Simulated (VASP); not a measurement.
# BN (F-43m) in VASP: single point with r2SCAN

Aim: the single point of BN with r2SCAN.

Everything below comes from runs of VASP 6.6.1. Logs are shortened: lines on timing, memory, paths and dates and some standing lists are left out, and cuts for length are marked.

## 1. The cell of the first run

It takes space group F-43m (No. 216, cubic). Conventional cell: a = 3.615 Å, b = 3.615 Å, c = 3.615 Å, α = 90.00°, β = 90.00°, γ = 90.00°. Within 2.1 Å of B (site symmetry -43m) lie 4 N at 1.57 Å. Within 2.1 Å of N (site symmetry -43m) lie 4 B at 1.57 Å.

## 2. Single point, r2SCAN

Input file POSCAR:

```
BN
1.0
    0.0000000000      1.8075000000      1.8075000000
    1.8075000000      0.0000000000      1.8075000000
    1.8075000000      1.8075000000      0.0000000000
B N
1 1
Direct
    0.0000000000      0.0000000000      0.0000000000
    0.7500000000      0.7500000000      0.7500000000
```

Input file INCAR.step1:

```
SYSTEM = BN
ALGO = Normal
EDIFF = 1E-5
ENCUT = 1460
GGA = PE
GGA_COMPAT = .FALSE.
ISMEAR = 0
LASPH = .TRUE.
LCHARG = .FALSE.
LREAL = .FALSE.
LWAVE = .TRUE.
NBANDS = 11
NELM = 120
PREC = Accurate
SIGMA = 0.01
```

Input file INCAR.step2:

```
SYSTEM = BN
ALGO = Normal
EDIFF = 1E-6
ENCUT = 1460
GGA_COMPAT = .FALSE.
ISIF = 2
ISMEAR = 0
ISTART = 1
LASPH = .TRUE.
LCHARG = .TRUE.
LELF = .TRUE.
LMIXTAU = .TRUE.
LREAL = .FALSE.
LVHAR = .TRUE.
LWAVE = .FALSE.
METAGGA = R2SCAN
NBANDS = 11
NELM = 120
PREC = Accurate
SIGMA = 0.01
```

Input file KPOINTS:

```
k-points
0
G
  7 7 7
  0 0 0
```

Potentials or basis: VASP PAW PBE potentials, release 64 (B_h, N_h).

Run with:

```
> cat potpaw_PBE.64/B_h/POTCAR potpaw_PBE.64/N_h/POTCAR > POTCAR
> cp INCAR.step1 INCAR
> mpirun -np 1 vasp_std > vasp.out
> cp INCAR.step2 INCAR
> mpirun -np 1 vasp_std > vasp.out
```

OUTCAR:

```text
SYSTEM = BN
   EDIFF = 1E-6
   ENCUT = 1460
   ISIF = 2
   ISMEAR = 0
   ISTART = 1
   LASPH = .TRUE.
   LREAL = .FALSE.
   METAGGA = R2SCAN
   NELM = 120
   PREC = Accurate

 ion  position               nearest neighbor table
   1  0.000  0.000  0.000-
   2  0.750  0.750  0.750-

  LATTYP: Found a face centered cubic cell.
 ALAT       =     3.6150000000

  Lattice vectors:

 A1 = (   0.0000000000,   1.8075000000,   1.8075000000)
 A2 = (   1.8075000000,   0.0000000000,   1.8075000000)
 A3 = (   1.8075000000,   1.8075000000,   0.0000000000)

Analysis of symmetry for initial positions (statically):
=====================================================================
 Subroutine PRICEL returns:
 Original cell was already a primitive cell.

 Routine SETGRP: Setting up the symmetry group for a
 face centered cubic supercell.

 Subroutine GETGRP returns: Found 24 space group operations
 (whereof 24 operations were pure point group operations)
 out of a pool of 48 trial point group operations.

The static configuration has the point symmetry T_d .

Analysis of symmetry for dynamics (positions and initial velocities):
=====================================================================
 Subroutine PRICEL returns:
 Original cell was already a primitive cell.

 Routine SETGRP: Setting up the symmetry group for a
 face centered cubic supercell.

 Subroutine GETGRP returns: Found 24 space group operations
 (whereof 24 operations were pure point group operations)
 out of a pool of 48 trial point group operations.

The dynamic configuration has the point symmetry T_d .

 Subroutine INISYM returns: Found 24 space group operations
 (whereof 24 operations are pure point group operations),
 and found     1 'primitive' translations

----------------------------------------------------------------------------------------

                                     Primitive cell

  volume of cell :      11.8104

  direct lattice vectors                    reciprocal lattice vectors
     0.000000000  1.807500000  1.807500000    -0.276625173  0.276625173  0.276625173
     1.807500000  0.000000000  1.807500000     0.276625173 -0.276625173  0.276625173
     1.807500000  1.807500000  0.000000000     0.276625173  0.276625173 -0.276625173

  length of vectors
     2.556191014  2.556191014  2.556191014     0.479128854  0.479128854  0.479128854

  position of ions in fractional coordinates (direct lattice)
     0.000000000  0.000000000  0.000000000
     0.750000000  0.750000000  0.750000000

  ion indices of the primitive-cell ions
   primitive index   ion index
                 1           1
                 2           2

----------------------------------------------------------------------------------------

 KPOINTS: k-points

Automatic generation of k-mesh.
 Grid dimensions read from file:
 generate k-points for:    7    7    7

 Generating k-lattice:

  Cartesian coordinates                     Fractional coordinates (reciprocal lattice)
    -0.039517882  0.039517882  0.039517882     0.142857143  0.000000000  0.000000000
     0.039517882 -0.039517882  0.039517882     0.000000000  0.142857143  0.000000000
     0.039517882  0.039517882 -0.039517882     0.000000000  0.000000000  0.142857143

  Length of vectors
     0.068446979  0.068446979  0.068446979

  Shift w.r.t. Gamma in fractional coordinates (k-lattice)
     0.000000000  0.000000000  0.000000000

 Subroutine IBZKPT returns following result:
 ===========================================

 Found     20 irreducible k-points:

 Following reciprocal coordinates:
            Coordinates               Weight
  0.000000  0.000000  0.000000      1.000000
  0.142857  0.000000  0.000000      8.000000
  0.285714  0.000000  0.000000      8.000000
  0.428571  0.000000  0.000000      8.000000
  0.142857  0.142857  0.000000      6.000000
  0.285714  0.142857  0.000000     24.000000
[... 12 lines left out ...]
 -0.428571  0.428571  0.142857     24.000000
 -0.285714  0.428571  0.142857     24.000000
   k-points           NKPTS =     20   k-points in BZ     NKDIM =     20   number of bands    NBANDS=     11
   number of dos      NEDOS =    301   number of ions     NIONS =      2
   total plane-waves  NPLWV =  32768
   dimension x,y,z NGX =    32 NGY =   32 NGZ =   32
   dimension x,y,z NGXF=    64 NGYF=   64 NGZF=   64
   ions per type =               1   1
   NGX,Y,Z   is equivalent  to a cutoff of  20.81, 20.81, 20.81 a.u.
   NGXF,Y,Z  is equivalent  to a cutoff of  41.62, 41.62, 41.62 a.u.
 SYSTEM =  BN
   PREC   = accura    normal or accurate (medium, high low for compatibility)
   ISTART =      1    job   : 0-new  1-cont  2-samecut
   ICHARG =      0    charge: 1-file 2-atom 10-const
   ISPIN  =      1    spin polarized calculation?
   LNONCOLLINEAR =      F non collinear calculations
   LSORBIT =      F    spin-orbit coupling
   LASPH  =      T    aspherical Exc in radial PAW
   ENCUT  = 1460.0 eV 107.31 Ry   10.36 a.u.   7.96  7.96  7.96*2*pi/ulx,y,z
   NELM   =    120;   NELMIN=  2; NELMDL=  0     # of ELM steps
   EDIFF  = 0.1E-05   stopping-criterion for ELM
   LREAL  =      F    real-space projection
   EDIFFG = 0.1E-04   stopping-criterion for IOM
   NSW    =      0    number of steps for IOM
   IBRION =     -1    ionic relax: 0-MD 1-quasi-New 2-CG
   NFREE  =      0    steps in history (QN), initial steepest desc. (CG)
   ISIF   =      2    stress and relaxation
   ISYM   =      2    0-nonsym 1-usesym 2-fastsym
   POTIM  = 0.5000    time-step for ionic-motion
   TEBEG  =    0.0;   TEEND  =   0.0 temperature during run
   PSTRESS=    0.0 pullay stress
   NELECT =       8.0000    total number of electrons
   NUPDOWN=      -1.0000    fix difference up-down
   EMIN   =  10.00;   EMAX   =-10.00  energy-range for DOS
   EFERMI =   0.00;   METHOD = LEGACY
   ISMEAR =     0;   SIGMA  =   0.01  broadening in eV -4-tet -1-fermi 0-gaus
   EFERMI_NEDOS =   21; number of points for ismear=-14 and -15
   IALGO  =     38    algorithm
   IMIX   =      4    mixing-type and parameters
     AMIX     =   0.40;   BMIX     =  1.00
     AMIX_MAG =   1.60;   BMIX_MAG =  1.00
  volume/ion in A,a.u.               =       5.91        39.85
  Fermi-wavevector in a.u.,A,eV,Ry     =   1.437749  2.716952 28.124920  2.067123
  Thomas-Fermi vector in A             =   2.556793
   LORBIT       =      0    0 simple, 1 ext, 2 COOP (PROOUT), +10 PAW based schemes
   METAGGA = R2SCAN    functional components
   LHFCALC =     F    Hartree Fock is set to
   AEXX    =    0.0000 exact exchange contribution
   IVDW    =     0    specifies the selected vdW correction
   LEPSILON=     F    determine dielectric tensor
   LRPA    =     F    only Hartree local field effects (RPA)
 non-spin polarized calculation
 Gauss-broadening in eV      SIGMA  =   0.01
  energy-cutoff  :     1460.00
  volume of cell :       11.81
 maximum number of plane-waves:      1508
   NGX = 15   NGY = 15   NGZ = 15

 number of electron       8.0000000 magnetization

 Free energy of the ion-electron system (eV)
  ---------------------------------------------------
  ext. energy  EPLUGINS =         0.00000000
  ---------------------------------------------------
  free energy    TOTEN  =       -19.20267746 eV

  energy without entropy =      -19.20267746  energy(sigma->0) =      -19.20267746

 E-fermi :   9.1145     XC(G=0): -13.7559

 val. band max:        8.9240027352   @ k =   0.0000   0.0000   0.0000
 cond. band min:      14.1796436500   @ k =   0.4286   0.4286   0.0000
 fundamental gap:      5.2556409148
 Fermi energy:         9.1144873625

 k-point     1 :       0.0000    0.0000    0.0000
  band No.  band energies     occupation
      1     -12.3590      2.00000
      2       8.9240      2.00000
      3       8.9240      2.00000
      4       8.9240      2.00000
      5      18.4729      0.00000
      6      18.4729      0.00000
      7      18.4729      0.00000
      8      19.9867      0.00000
      9      35.0641      0.00000
     10      37.6262      0.00000
     11      37.6262      0.00000

 k-point     2 :       0.1429    0.0000    0.0000
  band No.  band energies     occupation
      1     -11.8484      2.00000
      2       6.4761      2.00000
      3       8.4302      2.00000
      4       8.4302      2.00000
      5      18.9101      0.00000
      6      19.2218      0.00000
      7      19.2218      0.00000
      8      21.5652      0.00000
      9      34.2830      0.00000
     10      34.2830      0.00000
     11      34.4918      0.00000

 k-point     3 :       0.2857    0.0000    0.0000
  band No.  band energies     occupation
      1     -10.3930      2.00000
      2       2.1179      2.00000
      3       7.5507      2.00000
      4       7.5508      2.00000
      5      19.3745      0.00000
      6      20.2392      0.00000
      7      20.2392      0.00000
      8      23.9796      0.00000
      9      33.5837      0.00000
     10      33.7845      0.00000
     11      33.7845      0.00000

 k-point     4 :       0.4286    0.0000    0.0000
  band No.  band energies     occupation
      1      -8.4977      2.00000
      2      -1.4931      2.00000
      3       6.9881      2.00000
      4       6.9881      2.00000
      5      19.6691      0.00000
      6      20.4232      0.00000
      7      20.4232      0.00000
      8      25.1942      0.00000
      9      33.6877      0.00000
     10      36.3960      0.00000
     11      36.3960      0.00000
[... 183 lines left out ...]
 k-point    18 :      -0.4286    0.2857    0.1429
  band No.  band energies     occupation
      1      -7.5080      2.00000
      2      -0.3199      2.00000
      3       3.3368      2.00000
      4       5.1169      2.00000
      5      19.1098      0.00000
      6      21.2000      0.00000
      7      24.2296      0.00000
      8      25.6889      0.00000
      9      29.4349      0.00000
     10      35.7681      0.00000
     11      38.2278      0.00000

 k-point    19 :      -0.4286    0.4286    0.1429
  band No.  band energies     occupation
      1      -6.9401      2.00000
      2       0.4615      2.00000
      3       2.8989      2.00000
      4       3.3581      2.00000
      5      16.8082      0.00000
      6      21.1121      0.00000
      7      24.9191      0.00000
      8      27.4370      0.00000
      9      29.9088      0.00000
     10      36.5111      0.00000
     11      40.8352      0.00000

 k-point    20 :      -0.2857    0.4286    0.1429
  band No.  band energies     occupation
      1      -6.5330      2.00000
      2       0.6512      2.00000
      3       1.2148      2.00000
      4       3.6717      2.00000
      5      18.4663      0.00000
      6      22.9867      0.00000
      7      24.4987      0.00000
      8      25.9120      0.00000
      9      28.8397      0.00000
     10      36.0955      0.00000
     11      38.8088      0.00000

------------------------ aborting loop because EDIFF is reached ----------------------------------------

  FORCE on cell =-STRESS in cart. coord.  units (eV):
  Direction    XX          YY          ZZ          XY          YZ          ZX
  --------------------------------------------------------------------------------------
  -------------------------------------------------------------------------------------
  Total       -0.1584216     -0.1584216     -0.1584216      0.0000000      0.0000000      0.0000000
  in kB      -21.4911695    -21.4911695    -21.4911695      0.0000000      0.0000000      0.0000000
  external PRESSURE =     -21.4911695 kB  Pullay stress =       0.0000000 kB

 VOLUME and BASIS-vectors are now :
 -----------------------------------------------------------------------------
  energy-cutoff  :     1460.00
  volume of cell :       11.81
      direct lattice vectors                 reciprocal lattice vectors
     0.000000000  1.807500000  1.807500000    -0.276625173  0.276625173  0.276625173
     1.807500000  0.000000000  1.807500000     0.276625173 -0.276625173  0.276625173
     1.807500000  1.807500000  0.000000000     0.276625173  0.276625173 -0.276625173

 POSITION                                       TOTAL-FORCE (eV/Angst)
 -----------------------------------------------------------------------------------
      0.00000      0.00000      0.00000        -0.000000     -0.000000     -0.000000
      2.71125      2.71125      2.71125         0.000000      0.000000      0.000000
 -----------------------------------------------------------------------------------
    total drift:                                0.000000      0.000000      0.000000

  FREE ENERGIE OF THE ION-ELECTRON SYSTEM (eV)
  ---------------------------------------------------
  free  energy   TOTEN  =       -19.2026774582 eV

  energy  without entropy=      -19.2026774582  energy(sigma->0) =      -19.20267746
```

Run time: 20 s. Hardware: 1 thread of Intel Xeon Platinum 8488C (Sapphire Rapids), shared host; peak memory 0.17 GiB.

What came out:

| Property | Result |
| --- | --- |
| Free energy | -19.2027 eV |
| Pressure | -2.1 GPa |
| Band gap on the k mesh | 5.26 eV (least direct gap 9.55 eV) |

Caveat: the k points lie up to 0.43 Å⁻¹ apart; the PAW data sets were made with another functional, which shifts forces and pressure a little; an odd mesh through Γ misses points on the zone boundary, where band edges can lie. r2SCAN opens gaps a little over a GGA but as a rule still falls short of measured ones.
